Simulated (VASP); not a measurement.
# Ba (P6/mmm) in VASP: further runs, part 2 of 2

VASP 6.6.1.

### 4 Single point, PBE

The input, INCAR:

```
PREC = Accurate
ENCUT = 500
EDIFF = 1E-6
ISMEAR = 1
SIGMA = 0.0026
LREAL = False
LASPH = True
NELM = 120
ALGO = Normal
ISIF = 2
LWAVE = False
LCHARG = False
GGA = PE
NBANDS = 11
GGA_COMPAT = False
```

The input, KPOINTS:

```
regular mesh
0
Gamma
  6 6 4
```

The input, POSCAR:

```
Ba
1.0
    4.3116136979      0.0000000000      0.0000000000
   -2.1558068490      3.7339669937      0.0000000000
    0.0000000000      0.0000000000      3.9134133000
Ba
1
Direct
    0.0000000000      0.0000000000      0.0000000000
```

Potentials or basis: VASP PAW PBE potentials, release 64 (Ba_sv).

Command:

```
$ cat potpaw_PBE.64/Ba_sv/POTCAR > POTCAR
$ mpirun -np 1 vasp_std > vasp.out
```

OUTCAR:

```text
PREC = Accurate
   ENCUT = 500
   EDIFF = 1E-6
   ISMEAR = 1
   LREAL = False
   LASPH = True
   NELM = 120
   ISIF = 2
   GGA = PE

 ion  position               nearest neighbor table
   1  0.000  0.000  0.000-

  LATTYP: Found a hexagonal cell.
 ALAT       =     4.3116136979
 C/A-ratio  =     0.9076446950

  Lattice vectors:

 A1 = (   4.3116136979,   0.0000000000,   0.0000000000)
 A2 = (  -2.1558068490,   3.7339669937,   0.0000000000)
 A3 = (   0.0000000000,   0.0000000000,   3.9134133000)

Analysis of symmetry for initial positions (statically):
=====================================================================
 Subroutine PRICEL returns:
 Original cell was already a primitive cell.

 Routine SETGRP: Setting up the symmetry group for a
 hexagonal supercell.

 Subroutine GETGRP returns: Found 24 space group operations
 (whereof 24 operations were pure point group operations)
 out of a pool of 24 trial point group operations.

The static configuration has the point symmetry D_6h.

Analysis of symmetry for dynamics (positions and initial velocities):
=====================================================================
 Subroutine PRICEL returns:
 Original cell was already a primitive cell.

 Routine SETGRP: Setting up the symmetry group for a
 hexagonal supercell.

 Subroutine GETGRP returns: Found 24 space group operations
 (whereof 24 operations were pure point group operations)
 out of a pool of 24 trial point group operations.

The dynamic configuration has the point symmetry D_6h.

 Subroutine INISYM returns: Found 24 space group operations
 (whereof 24 operations are pure point group operations),
 and found     1 'primitive' translations

----------------------------------------------------------------------------------------

                                     Primitive cell

  volume of cell :      63.0037

  direct lattice vectors                    reciprocal lattice vectors
     4.311613698  0.000000000  0.000000000     0.231931724  0.133905844  0.000000000
    -2.155806849  3.733966994  0.000000000     0.000000000  0.267811687  0.000000000
     0.000000000  0.000000000  3.913413300     0.000000000  0.000000000  0.255531405

  length of vectors
     4.311613698  4.311613698  3.913413300     0.267811687  0.267811687  0.255531405

  position of ions in fractional coordinates (direct lattice)
     0.000000000  0.000000000  0.000000000

  ion indices of the primitive-cell ions
   primitive index   ion index
                 1           1

----------------------------------------------------------------------------------------

 KPOINTS: regular mesh

Automatic generation of k-mesh.
 Grid dimensions read from file:
 generate k-points for:    6    6    4

 Generating k-lattice:

  Cartesian coordinates                     Fractional coordinates (reciprocal lattice)
     0.038655287  0.022317641  0.000000000     0.166666667  0.000000000  0.000000000
     0.000000000  0.044635281  0.000000000     0.000000000  0.166666667  0.000000000
     0.000000000  0.000000000  0.063882851     0.000000000  0.000000000  0.250000000

  Length of vectors
     0.044635281  0.044635281  0.063882851

  Shift w.r.t. Gamma in fractional coordinates (k-lattice)
     0.000000000  0.000000000  0.000000000

 Subroutine IBZKPT returns following result:
 ===========================================

 Found     21 irreducible k-points:

 Following reciprocal coordinates:
            Coordinates               Weight
  0.000000  0.000000  0.000000      1.000000
  0.166667  0.000000  0.000000      6.000000
  0.333333  0.000000  0.000000      6.000000
  0.500000  0.000000  0.000000      3.000000
  0.166667  0.166667  0.000000      6.000000
  0.333333  0.166667  0.000000     12.000000
[... 13 lines left out ...]
  0.333333  0.166667  0.500000     12.000000
  0.333333  0.333333  0.500000      2.000000
   k-points           NKPTS =     21   k-points in BZ     NKDIM =     21   number of bands    NBANDS=     11
   number of dos      NEDOS =    301   number of ions     NIONS =      1
   total plane-waves  NPLWV =  30720
   dimension x,y,z NGX =    32 NGY =   32 NGZ =   30
   dimension x,y,z NGXF=    64 NGYF=   64 NGZF=   60
   ions per type =               1
   NGX,Y,Z   is equivalent  to a cutoff of  12.34, 12.34, 12.74 a.u.
   NGXF,Y,Z  is equivalent  to a cutoff of  24.68, 24.68, 25.49 a.u.
 SYSTEM =  unknown system
   PREC   = accura    normal or accurate (medium, high low for compatibility)
   ISTART =      0    job   : 0-new  1-cont  2-samecut
   ICHARG =      2    charge: 1-file 2-atom 10-const
   ISPIN  =      1    spin polarized calculation?
   LNONCOLLINEAR =      F non collinear calculations
   LSORBIT =      F    spin-orbit coupling
   LASPH  =      T    aspherical Exc in radial PAW
   ENCUT  =  500.0 eV  36.75 Ry    6.06 a.u.   7.86  7.86  7.14*2*pi/ulx,y,z
   NELM   =    120;   NELMIN=  2; NELMDL= -5     # of ELM steps
   EDIFF  = 0.1E-05   stopping-criterion for ELM
   LREAL  =      F    real-space projection
   EDIFFG = 0.1E-04   stopping-criterion for IOM
   NSW    =      0    number of steps for IOM
   IBRION =     -1    ionic relax: 0-MD 1-quasi-New 2-CG
   NFREE  =      0    steps in history (QN), initial steepest desc. (CG)
   ISIF   =      2    stress and relaxation
   ISYM   =      2    0-nonsym 1-usesym 2-fastsym
   POTIM  = 0.5000    time-step for ionic-motion
   TEBEG  =    0.0;   TEEND  =   0.0 temperature during run
   PSTRESS=    0.0 pullay stress
   NELECT =      10.0000    total number of electrons
   NUPDOWN=      -1.0000    fix difference up-down
   EMIN   =  10.00;   EMAX   =-10.00  energy-range for DOS
   EFERMI =   0.00;   METHOD = LEGACY
   ISMEAR =     1;   SIGMA  =   0.00  broadening in eV -4-tet -1-fermi 0-gaus
   EFERMI_NEDOS =   21; number of points for ismear=-14 and -15
   IALGO  =     38    algorithm
   IMIX   =      4    mixing-type and parameters
     AMIX     =   0.40;   BMIX     =  1.00
     AMIX_MAG =   1.60;   BMIX_MAG =  1.00
  volume/ion in A,a.u.               =      63.00       425.17
  Fermi-wavevector in a.u.,A,eV,Ry     =   0.886379  1.675014 10.689660  0.785668
  Thomas-Fermi vector in A             =   2.007537
   LORBIT       =      0    0 simple, 1 ext, 2 COOP (PROOUT), +10 PAW based schemes
   GGA     = PE    functional components
   LHFCALC =     F    Hartree Fock is set to
   AEXX    =    0.0000 exact exchange contribution
   IVDW    =     0    specifies the selected vdW correction
   LEPSILON=     F    determine dielectric tensor
   LRPA    =     F    only Hartree local field effects (RPA)
 non-spin polarized calculation
 Methfessel and Paxton  Order N= 1 SIGMA  =   0.00
  energy-cutoff  :      500.00
  volume of cell :       63.00
 maximum number of plane-waves:      1620
 NGX is ok and might be reduce to    32
   NGX = 15   NGY = 15   NGZ = 15

 number of electron      10.0000001 magnetization

 Free energy of the ion-electron system (eV)
  ---------------------------------------------------
  ext. energy  EPLUGINS =         0.00000000
  ---------------------------------------------------
  free energy    TOTEN  =        -1.71389638 eV

  energy without entropy =       -1.71386941  energy(sigma->0) =       -1.71388739

 E-fermi :   1.5714     XC(G=0):  -7.4006

 val. band max:        1.5708929855   @ k =   0.5000   0.0000   0.2500
 cond. band min:       1.7676898736   @ k =   0.0000   0.0000   0.0000
 fundamental gap:      0.1967968881
 Fermi energy:         1.5714166293

 k-point     1 :       0.0000    0.0000    0.0000
  band No.  band energies     occupation
      1     -27.4521      2.00000
      2     -12.3786      2.00000
      3     -12.3786      2.00000
      4     -12.2843      2.00000
      5      -1.0448      2.00000
      6       1.7677      0.00000
      7       3.3469      0.00000
      8       3.3469      0.00000
      9       6.4972      0.00000
     10       6.4972      0.00000
     11       7.7043      0.00000
[... 267 lines left out ...]
 k-point    21 :       0.3333    0.3333    0.5000
  band No.  band energies     occupation
      1     -27.3418      2.00000
      2     -12.9369      2.00000
      3     -12.6218      2.00000
      4     -12.6218      2.00000
      5       1.5571      2.00000
      6       1.5571      2.00000
      7       3.4334      0.00000
      8       3.4334      0.00000
      9       6.4988      0.00000
     10       6.9886      0.00000
     11       9.7960      0.00000

------------------------ aborting loop because EDIFF is reached ----------------------------------------

  FORCE on cell =-STRESS in cart. coord.  units (eV):
  Direction    XX          YY          ZZ          XY          YZ          ZX
  --------------------------------------------------------------------------------------
  -------------------------------------------------------------------------------------
  Total       -0.0828520     -0.0828520      0.2736820      0.0000000     -0.0000000      0.0000000
  in kB       -2.1069169     -2.1069169      6.9597035      0.0000000     -0.0000000      0.0000000
  external PRESSURE =       0.9152899 kB  Pullay stress =       0.0000000 kB

 VOLUME and BASIS-vectors are now :
 -----------------------------------------------------------------------------
  energy-cutoff  :      500.00
  volume of cell :       63.00
      direct lattice vectors                 reciprocal lattice vectors
     4.311613698  0.000000000  0.000000000     0.231931724  0.133905844  0.000000000
    -2.155806849  3.733966994  0.000000000     0.000000000  0.267811687  0.000000000
     0.000000000  0.000000000  3.913413300     0.000000000  0.000000000  0.255531405

 POSITION                                       TOTAL-FORCE (eV/Angst)
 -----------------------------------------------------------------------------------
      0.00000      0.00000      0.00000         0.000000      0.000000      0.000000
 -----------------------------------------------------------------------------------
    total drift:                                0.000000     -0.000000     -0.000000

  FREE ENERGIE OF THE ION-ELECTRON SYSTEM (eV)
  ---------------------------------------------------
  free  energy   TOTEN  =        -1.7138963791 eV

  energy  without entropy=       -1.7138694143  energy(sigma->0) =       -1.71388739
```

OSZICAR:

```text
N       E                     dE             d eps       ncg     rms          rms(c)
DAV:   1     0.562014671967E+02    0.56201E+02   -0.40847E+03   462   0.722E+02
DAV:   2     0.100080682758E+01   -0.55201E+02   -0.53625E+02   580   0.133E+02
DAV:   3    -0.162664462534E+01   -0.26275E+01   -0.26169E+01   588   0.317E+01
DAV:   4    -0.171043041611E+01   -0.83786E-01   -0.83646E-01   606   0.526E+00
DAV:   5    -0.171268863490E+01   -0.22582E-02   -0.22581E-02   603   0.697E-01    0.173E+00
DAV:   6    -0.171262727067E+01    0.61364E-04   -0.59259E-03   602   0.617E-01    0.102E+00
DAV:   7    -0.171360128731E+01   -0.97402E-03   -0.10570E-02   567   0.934E-01    0.586E-02
DAV:   8    -0.171389212410E+01   -0.29084E-03   -0.49755E-04   587   0.155E-01    0.399E-02
DAV:   9    -0.171389588390E+01   -0.37598E-05   -0.16628E-05   560   0.327E-02    0.442E-03
DAV:  10    -0.171389637914E+01   -0.49523E-06   -0.22555E-06   529   0.853E-03
   1 F= -.17138964E+01 E0= -.17138874E+01  d E =-.269648E-04
```

It took 20 s on 1 thread of Intel Xeon 8259CL, shared host; peak memory 0.17 GiB.

What came out:

| Quantity | Value |
| --- | --- |
| Free energy | -1.7139 eV |
| Pressure | 0.1 GPa |
| Band gap on the k mesh | zero (band 5 reaches 1.92 eV, above the bottom of band 6 at 1.56 eV) |

Stress tensor (GPa, compression positive):
```
-0.21  0.00  0.00
 0.00 -0.21  0.00
 0.00  0.00  0.70
```

Levels at points of the mesh, in eV from the Fermi level:
```csv
k point,band 3,band 4,band 5,band 6,band 7,band 8
"(0.00, 0.00, 0.00)",-13.95,-13.86,-2.62,0.20,1.78,1.78
"(0.50, 0.00, 0.00)",-14.06,-13.80,-0.86,0.50,1.05,3.02
"(0.00, 0.00, 0.50)",-13.88,-13.88,-0.70,0.79,2.37,2.37
"(0.50, 0.00, 0.50)",-14.33,-13.98,-0.75,0.34,1.89,3.45
```

Caveat: the k points lie up to 0.40 Å⁻¹ apart; spin-orbit coupling is left out, which moves the levels of the heavy elements.

### 5 Single point, PBE

The input, INCAR:

```
SYSTEM = Ba
ALGO     = Normal         ! electronic algorithm
EDIFF    = 1E-6           ! SCF threshold, eV
ENCUT    = 500            ! plane-wave cutoff, eV
GGA      = PE             ! functional
GGA_COMPAT= .FALSE.      
ISIF     = 2              ! what is computed and relaxed
ISMEAR   = 0              ! smearing method
LASPH    = .TRUE.         ! aspherical terms in the spheres
LCHARG   = .TRUE.         ! write CHGCAR
LELF     = .TRUE.         ! ELF
LREAL    = .FALSE.        ! projectors in reciprocal space
LVHAR    = .TRUE.       
LWAVE    = .FALSE.        ! write WAVECAR
NBANDS   = 11             ! bands
NELM     = 120            ! most SCF steps
PREC     = Accurate       ! precision mode
SIGMA    = 0.1            ! smearing width, eV
```

The input, KPOINTS:

```
k-points
0
G
  2 2 2
  0 0 0
```

POSCAR is that of step 4.

Command:

```
$ cat potpaw_PBE.64/Ba_sv/POTCAR > POTCAR
$ mpirun -np 1 vasp_std > vasp.out
```

Run time: 3.3 s. Hardware: 1 thread of Intel Xeon 6975P-C (Granite Rapids), shared host; peak memory 0.16 GiB.

The run converged, but its numbers aren't listed here, since they failed a check.

Caveat: the k points lie up to 0.84 Å⁻¹ apart; the mesh shows a gap though the element is a metal; spin-orbit coupling is left out, which moves the levels of the heavy elements.

### 6 Single point, PBE

This run uses another cell than the first one, of 61.05 Å³/atom, 0.969 times its volume.

The input, INCAR:

```
SYSTEM = Ba
PREC = Accurate
ENCUT = 500
EDIFF = 1E-6
ISMEAR = 0
SIGMA = 0.1
LREAL = .False.
LASPH = .True.
NELM = 120
ALGO = Normal
ISIF = 2
LWAVE = .False.
LCHARG = .True.
GGA = PE
LELF = .True.
LVHAR = .True.
NBANDS = 11
GGA_COMPAT = .False.
```

The input, KPOINTS:

```
Automatic mesh
0
Gamma
  2 2 2
  0 0 0
```

The input, POSCAR:

```
Ba
1.0
    4.2665918753      0.0000000000      0.0000000000
   -2.1332959377      3.6949769516      0.0000000000
    0.0000000000      0.0000000000      3.8725494816
Ba
1
Direct
    0.0000000000      0.0000000000      0.0000000000
```

Potentials or basis: VASP PAW PBE potentials, release 64 (Ba_sv).

Command:

```
$ cat potpaw_PBE.64/Ba_sv/POTCAR > POTCAR
$ mpirun -np 1 vasp_std > vasp.out
```

Wall time 3.4 s (1 thread of Intel Xeon 6975P-C (Granite Rapids), shared host); peak memory 0.16 GiB.

The run converged, but its numbers aren't listed here, since they failed a check.

Caveat: the k points lie up to 0.85 Å⁻¹ apart; the mesh shows a gap though the element is a metal; spin-orbit coupling is left out, which moves the levels of the heavy elements.

### 7 The runs side by side

| smearing | gap on the mesh (eV) | pressure (GPa) |
| --- | --- | --- |
| tetrahedron | none | 0.3 |
| gaussian 0.1 eV | none | 0.1 |
| methfessel-paxton 0.0026 eV | none | 0.1 |

Alike in all rows: task single point; level PBE; potentials or basis VASP PAW PBE potentials, release 64 (Ba_sv); no spin polarisation; cell as given; k mesh 6 × 6 × 4; cutoff (eV) 500.

Caveats: all runs use coarse meshes; spin-orbit coupling is left out, which moves the levels of the heavy elements.

Absolute energies hang on the potentials; compare differences alone.
